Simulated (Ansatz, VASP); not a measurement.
**Two plane-wave programs on TiO2**

The input INCAR:

```
SYSTEM = TiO2
PREC = Accurate
ENCUT = 520
EDIFF = 1E-7
ISMEAR = 0
SIGMA = 0.05
LREAL = .False.
LASPH = .True.
NELM = 100
ALGO = Normal
ISIF = 2
LWAVE = .False.
LCHARG = .True.
GGA = PE
LELF = .True.
LVHAR = .True.
NBANDS = 33
```

Contents of KPOINTS:

```
Automatic mesh
0
Gamma
  8 8 10
  0 0 0
```

Contents of POSCAR:

```
TiO2
1.0
    5.0789860384      0.0000000000      0.0000000000
    0.0000000000      5.0789860384      0.0000000000
    0.0000000000      0.0000000000      2.8736903005
Ti O
2 4
Direct
    0.0000000000      0.0000000000      0.0000000000
    0.5000000000      0.5000000000      0.5000000000
    0.3050970583      0.3050970583      0.0000000000
    0.1949029417      0.8050970583      0.5000000000
    0.6949029417      0.6949029417      0.0000000000
    0.8050970583      0.1949029417      0.5000000000
```

Input for Ansatz:

```yaml
crystal:
  lattice:
    - [5.0789860384, 0.0, 0.0]
    - [0.0, 5.0789860384, 0.0]
    - [0.0, 0.0, 2.8736903005]
  atoms:
    - { symbol: Ti, position: [0.0, 0.0, 0.0] }
    - { symbol: Ti, position: [0.5, 0.5, 0.5] }
    - { symbol: O, position: [0.3050970583, 0.3050970583, 0.0] }
    - { symbol: O, position: [0.1949029417, 0.8050970583, 0.5] }
    - { symbol: O, position: [0.6949029417, 0.6949029417, 0.0] }
    - { symbol: O, position: [0.8050970583, 0.1949029417, 0.5] }
basis:
  ecutwfc: 520.0
kpoints:
  mp_grid: { grid: [8, 8, 10] }
hamiltonian:
  xc: pbe
  pseudopotentials: { kind: paw, azcp: { folder: soft_1 } }
scf:
  occupations: { method: gaussian, width: 0.05 }
output:
  forces: true
  stress: true
  eigenvalues: true
```

Alike in both runs: task single point; functional PBE; k mesh 8 × 8 × 10; occupations gaussian, width 0.05 eV; no spin polarisation.

|  | VASP | Ansatz |
| --- | --- | --- |
| version | VASP 6.6.1 | Ansatz 0.2.0 |
| potentials or method | VASP PAW PBE potentials, release 64 (Ti_sv, O), cutoff 520 eV | scalar-relativistic, plane waves, PAW |
| valence electrons in the cell | 48 | 48 |

Ansatz gave:

| Property | Result |
| --- | --- |
| gap on the k mesh at the Fermi level (eV) | 1.63 |
| least direct gap on the mesh (eV) | 1.67 |
| pressure (GPa) | -19.9 |
| traceless stress, the component that is largest in VASP (GPa) | 13.00 |
| rms of the force components (eV/Å) | 0.585 |

Question: Estimate VASP's values.

Answer: gap on the k mesh at the Fermi level (eV): 1.62; least direct gap on the mesh (eV): 1.66; pressure (GPa): -19.4; traceless stress, the component that is largest in VASP (GPa): 13.26; rms of the force components (eV/Å): 0.560.

Atom by atom the forces differ by 0.025 eV/Å (rms over components).
